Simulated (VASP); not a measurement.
# ZnCu: single point with PBE

Crystal: ZnCu.

```xyz
2
Lattice="2.9450 0.0000 0.0000 0.0000 2.9450 0.0000 0.0000 0.0000 2.9450" Properties=species:S:1:pos:R:3 pbc="T T T"
Zn    1.4508    1.4508    1.4508
Cu    0.0000    0.0000    0.0000
```

This cell differs from its parent crystal: all Zn atoms moved +0.037 Å, as atom 1 towards its neighbour atom 2 (Cu) at 2.550 Å.

```
Program             : VASP 6.6.1
Task                : single point
Functional          : PBE
Potentials or basis : VASP PAW PBE potentials, release 64 (Zn, Cu)
Cutoff              : 520 eV
k mesh              : 16 × 16 × 16
Occupations         : gaussian, width 0.15 eV
Spin                : no spin polarisation
```

| Item | Value |
| --- | --- |
| Pressure | 3.3 GPa |
| Largest force | 0.184 eV/Å |
| Band gap on the k mesh | zero (an odd number of electrons rules out a gap without spin polarisation) |

Forces in eV/Å, atoms in the order of the input:
```
Zn   0.106  0.106  0.106
Cu  -0.106 -0.106 -0.106
```

Stress tensor (GPa, compression positive):
```
3.28 0.06 0.06
0.06 3.28 0.06
0.06 0.06 3.28
```

Levels at points of the mesh, in eV from the Fermi level:
| k point | band 9 | band 10 | band 11 | band 12 | band 13 | band 14 | band 15 | band 16 |
| --- | --- | --- | --- | --- | --- | --- | --- | --- |
| (0.00, 0.00, 0.00) | -2.74 | -2.74 | -2.74 | 6.24 | 6.24 | 6.24 | 11.26 | 11.26 |
| (0.50, 0.00, 0.00) | -3.28 | -3.28 | -2.81 | -2.01 | 11.70 | 11.70 | 12.35 | 12.35 |
| (0.50, 0.50, 0.00) | -2.89 | -2.50 | -1.88 | -1.88 | 1.76 | 2.11 | 13.94 | 15.53 |
| (0.50, 0.50, 0.50) | -2.48 | -2.48 | 3.86 | 4.25 | 4.31 | 4.31 | 4.55 | 4.55 |

Run time: 56 s on 1 thread of Intel(R) Xeon(R) 6975P-C (Granite Rapids) (shared host), peak memory 0.31 GiB.

Caveat: the cell differs from its parent crystal (all Zn atoms moved +0.037 Å, as atom 1 towards its neighbour atom 2 (Cu) at 2.550 Å); the cell stands under pressure.
